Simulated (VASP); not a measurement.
# Ti16Si32B (a cell with a defect) in VASP: a series of runs, part 3 of 3

VASP 6.6.1.

### Step 4. Single point, PBE

The input, INCAR:

```
ALGO = Normal
EDIFF = 1E-6
ENCUT = 520
GGA = PE
ISIF = 2
ISMEAR = 1
LASPH = T
LCHARG = F
LREAL = Auto
LWAVE = F
NBANDS = 192
NELM = 60
PREC = Accurate
SIGMA = 0.1
```

The input, KPOINTS:

```
k-points
0
Gamma
  1 1 1
```

The input, POSCAR:

```
Ti16Si32B
1.0
    4.8081252100      8.2721766700      0.0000000000
    4.8081252100     -8.2721766700      0.0000000000
   -4.8081252100      0.0000000000     -8.5559772500
Ti Si B
16 32 1
Direct
    0.2505836108      0.2495509926     -0.0061893573
    0.3766668503      0.1279352187      0.2493516448
    0.2513331169      0.2610002219      0.4972027012
    0.3764372268      0.1286221617      0.7502930188
    0.2533744040      0.7547891060      0.0006882908
    0.3675823697      0.6192220630      0.2563382225
    0.2484308398      0.7431701525      0.4971864552
    0.3857625771      0.6379114471      0.7688497535
    0.7457908114      0.2512345219     -0.0061556966
    0.8912568869      0.1441340622      0.2563128601
    0.7522922732      0.2538785951      0.5003899467
    0.8745690085      0.1267674023      0.7465393857
    0.7498296535      0.7529143314      0.0006531107
    0.8752259305      0.6284235371      0.2493553849
    0.7506677780      0.7535277266      0.5003094182
    0.8766644269      0.6288427130      0.7507420616
    0.4147404297      0.0890323232     -0.0015119255
    0.0850355282      0.4079336125     -0.0032069978
    0.0267686950      0.4677413852      0.2260528451
    0.2018016392      0.2653832117      0.2260526113
    0.4141441830      0.0920096220      0.5002321623
    0.0904574347      0.4264828982      0.5272185594
    0.0376970627      0.4620678348      0.7611372506
    0.2129876122      0.2982058115      0.7496379213
    0.4105780750      0.5876162426      0.0072608889
    0.0889565023      0.9153907376     -0.0011727474
    0.0379900805      0.9624682808      0.2504327603
    0.2150048429      0.7950215896      0.2504497075
    0.4393519707      0.6077307488      0.5271836131
    0.0886849263      0.9152126074      0.5002089037
    0.0390455854      0.9656098146      0.7483438552
    0.2168667679      0.7902604694      0.7510750452
    0.9142414109      0.0957150097     -0.0031823367
    0.5862382004      0.4163743234     -0.0014476429
    0.5398945269      0.4634995192      0.2498331795
    0.7124330930      0.2933469035      0.2498443997
    0.9172576682      0.0899275382      0.4989394987
    0.5859342281      0.4185445488      0.4977419733
    0.5368416867      0.4677961353      0.7510714220
    0.7118876552      0.2897062707      0.7483873335
    0.9123550703      0.5904471727     -0.0011735655
    0.5991772005      0.9266058941      0.0072691872
    0.5418116323      0.9667799496      0.2520675239
    0.7128412102      0.7923383034      0.2520596931
    0.9143818968      0.5861530510      0.4977027025
    0.5843392981      0.9160697615      0.4989301485
    0.5393109156      0.9583624105      0.7496622317
    0.7259779930      0.8060332223      0.7610599946
    0.1840264369      0.4362668185      0.3654843753
```

The run is started by

```
> cat potpaw_PBE.64/Ti_sv/POTCAR potpaw_PBE.64/Si/POTCAR potpaw_PBE.64/B/POTCAR > POTCAR
> mpirun -np 1 vasp_gam > vasp.out
```

It took 6 min on 1 thread of Intel Xeon Platinum 8259CL at 2.50GHz (Skylake/Cascade Lake), shared host; peak memory 0.8 GiB.

The run converged. Its results:

```yaml
Free_energy: -331.2261 eV
Pressure: 0.3 GPa
Largest_force: 0.018 eV/Å
Band_gap_on_the_k_mesh: zero (an odd number of electrons rules out a gap without spin polarisation)
```

Forces in eV/Å, atoms in the order of the input:
```
Ti  -0.001 -0.008 -0.001
Ti   0.002 -0.005 -0.006
Ti  -0.003  0.005 -0.002
Ti   0.001  0.000 -0.003
Ti  -0.001 -0.004 -0.002
Ti   0.003  0.003  0.006
Ti   0.000 -0.004 -0.004
Ti  -0.003  0.001  0.000
Ti  -0.010 -0.009  0.004
Ti   0.014  0.007  0.001
Ti  -0.005 -0.007 -0.001
Ti  -0.003 -0.002  0.001
Ti   0.010 -0.006 -0.006
Ti   0.002 -0.009 -0.004
Ti  -0.001  0.006 -0.017
Ti   0.003 -0.004  0.009
Si   0.002  0.004 -0.004
Si   0.000 -0.005 -0.003
Si   0.003  0.010 -0.002
Si  -0.004  0.001  0.002
Si  -0.002  0.003  0.000
Si  -0.004  0.000  0.002
Si  -0.001  0.004  0.001
Si   0.003 -0.002  0.000
Si   0.001  0.002  0.000
Si  -0.002 -0.002 -0.001
Si  -0.001  0.001  0.000
Si   0.000  0.002  0.000
Si   0.002  0.002  0.002
Si   0.001  0.001  0.000
Si   0.001  0.001  0.003
Si  -0.003  0.002  0.002
Si   0.003  0.004  0.003
Si   0.001 -0.001  0.002
Si  -0.001  0.000  0.003
Si   0.000  0.002  0.004
Si   0.001  0.000 -0.001
Si   0.000 -0.001  0.003
Si  -0.001 -0.002  0.003
Si  -0.001  0.004  0.001
Si   0.000  0.005 -0.001
Si   0.000 -0.001 -0.001
Si  -0.001  0.003  0.000
Si  -0.001 -0.001  0.003
Si   0.001  0.002  0.000
Si  -0.003 -0.001  0.000
Si  -0.001  0.000  0.002
Si   0.001  0.002  0.001
B   -0.001 -0.002  0.004
```

Stress tensor (GPa, compression positive):
```
-0.47  0.45 -0.01
 0.45 -2.52  0.00
-0.01  0.00  4.02
```

Levels at points of the mesh, in eV from the Fermi level:
| k point | band 159 | band 160 | band 161 | band 162 | band 163 | band 164 |
| --- | --- | --- | --- | --- | --- | --- |
| (0.00, 0.00, 0.00) | -0.28 | -0.13 | -0.11 | 0.01 | 0.54 | 0.61 |

Caveat: the k points lie up to 0.84 Å⁻¹ apart, too coarse for converged energies and pressures of a metal.

### Step 5. Single point, PBE

The input, INCAR:

```
SYSTEM = Ti16Si32B
PREC = Accurate
ENCUT = 520
EDIFF = 1E-7
ISMEAR = 1
SIGMA = 0.1
LREAL = Auto
LASPH = .True.
NELM = 100
ALGO = Normal
ISIF = 2
LWAVE = .False.
LCHARG = .False.
GGA = PE
NBANDS = 192
```

The input, KPOINTS:

```
Automatic mesh
0
Gamma
  1 1 1
  0 0 0
```

The input, POSCAR:

```
Ti16Si32B
1.0
    4.8081252100      8.2721766700      0.0000000000
    4.8081252100     -8.2721766700      0.0000000000
   -4.8081252100      0.0000000000     -8.5559772500
Ti Si B
16 32 1
Direct
    0.2518856015      0.2559827094     -0.0008112457
    0.3771530189      0.1235677676      0.2523476789
    0.2517053219      0.2566039117      0.5001898527
    0.3778553811      0.1350629360      0.7557354129
    0.2426143150      0.7467659024     -0.0193035810
    0.3798838300      0.6415059019      0.2524598812
    0.2609399201      0.7654860833      0.4932535322
    0.3750635413      0.6298951393      0.7489620195
    0.7537809626      0.2578868148      0.0030149683
    0.8761964050      0.1308822941      0.2492319624
    0.7370877226      0.2404805823      0.4931980155
    0.8826794910      0.1334379978      0.7558035524
    0.7516390422      0.7557419526     -0.0012467308
    0.8776657307      0.6310816596      0.2492034443
    0.7531621674      0.7562122715      0.5001952290
    0.8786543610      0.6317383337      0.7488752965
    0.4153517860      0.0864268720     -0.0001063584
    0.0891557949      0.4262606599     -0.0000351801
    0.0441319908      0.4685370948      0.2507120972
    0.2143185293      0.2926584905      0.2493385545
    0.4265682146      0.1192145275      0.5234561604
    0.0866762080      0.4178586898      0.4975698130
    0.0292670451      0.4579977337      0.7423163730
    0.2137349300      0.2956645148      0.7510853304
    0.4113801083      0.5943325596     -0.0015167175
    0.0915734848      0.9168837112     -0.0015241976
    0.0424292704      0.9660810859      0.2517607208
    0.1890892356      0.7769466031      0.2223507548
    0.4135432765      0.5896674163      0.4992423279
    0.0885136985      0.9211178939      0.4997053960
    0.0421826612      0.9682048323      0.7510273593
    0.2175966894      0.7969330831      0.7421845354
    0.9163967287      0.0948789745      0.0011349960
    0.5893594907      0.4191061153      0.0011457487
    0.5395905771      0.4693816075      0.2492746226
    0.7111910480      0.2948549206      0.2506542429
    0.9160630982      0.0913492082      0.4997551858
    0.5903626509      0.4221442901      0.4990876992
    0.5394250255      0.4692032419      0.7507329452
    0.7141198677      0.2889311731      0.7527258210
    0.9024695084      0.5787043004     -0.0114930179
    0.5907579486      0.9225594936     -0.0115041213
    0.5378699610      0.9580870500      0.2223023676
    0.7139860687      0.7985295967      0.2518675467
    0.9154874269      0.5922666947      0.4974172880
    0.6017615386      0.9170115754      0.5235024439
    0.5433686456      0.9766931674      0.7527739745
    0.7161169112      0.7942138892      0.7507661384
    0.4443798570      0.9483275078      0.3840630829
```

The run is started by

```
> cat potpaw_PBE.64/Ti_sv/POTCAR potpaw_PBE.64/Si/POTCAR potpaw_PBE.64/B/POTCAR > POTCAR
> mpirun -np 1 vasp_gam > vasp.out
```

Wall time 7.4 min (1 thread of Intel Xeon Platinum 8259CL at 2.50GHz (Skylake/Cascade Lake), shared host); peak memory 0.79 GiB.

It converged, with:

```yaml
Free_energy: -331.2265 eV
Pressure: 0.3 GPa
Largest_force: 0.025 eV/Å
Band_gap_on_the_k_mesh: zero (an odd number of electrons rules out a gap without spin polarisation)
```

Forces in eV/Å, atoms in the order of the input:
```
Ti  -0.001 -0.005 -0.017
Ti  -0.004 -0.010  0.003
Ti   0.006 -0.004 -0.005
Ti  -0.004  0.003  0.005
Ti  -0.013  0.006  0.018
Ti   0.010  0.011  0.001
Ti  -0.013 -0.008  0.001
Ti  -0.004 -0.006 -0.009
Ti   0.005  0.002 -0.006
Ti  -0.005 -0.002 -0.001
Ti   0.007  0.005  0.004
Ti   0.003  0.002  0.003
Ti   0.003 -0.001 -0.024
Ti   0.012 -0.007 -0.003
Ti   0.000 -0.005 -0.008
Ti   0.004 -0.011 -0.009
Si   0.003  0.005  0.002
Si  -0.003 -0.007  0.004
Si   0.002 -0.004  0.007
Si  -0.003  0.000  0.001
Si   0.002  0.005 -0.001
Si   0.003 -0.004  0.004
Si  -0.002 -0.003  0.002
Si  -0.004  0.001  0.007
Si   0.004  0.002 -0.005
Si  -0.001 -0.001 -0.001
Si  -0.002  0.004  0.000
Si  -0.011 -0.002 -0.001
Si   0.000 -0.001  0.006
Si   0.001  0.001  0.001
Si   0.001 -0.001  0.004
Si   0.004  0.009 -0.002
Si   0.004  0.003 -0.007
Si  -0.006  0.002 -0.001
Si   0.004  0.004 -0.001
Si  -0.003  0.006  0.008
Si  -0.004  0.001 -0.001
Si   0.002  0.002  0.000
Si   0.002  0.001  0.005
Si  -0.001  0.000 -0.001
Si  -0.005  0.005  0.003
Si   0.004 -0.008  0.005
Si   0.011  0.003  0.000
Si  -0.002  0.001  0.005
Si   0.000  0.004 -0.001
Si  -0.007 -0.007  0.000
Si  -0.003  0.006  0.002
Si   0.001 -0.002  0.005
B    0.002  0.002 -0.006
```

Stress tensor (GPa, compression positive):
```
-0.47  0.45  0.00
 0.45 -2.52  0.00
 0.00  0.00  4.03
```

Levels at points of the mesh, in eV from the Fermi level:
| k point | band 158 | band 159 | band 160 | band 161 | band 162 | band 163 | band 164 | band 165 |
| --- | --- | --- | --- | --- | --- | --- | --- | --- |
| (0.00, 0.00, 0.00) | -0.30 | -0.28 | -0.13 | -0.11 | 0.01 | 0.54 | 0.61 | 0.62 |

Caveat: the k points lie up to 0.84 Å⁻¹ apart, too coarse for converged energies and pressures of a metal.
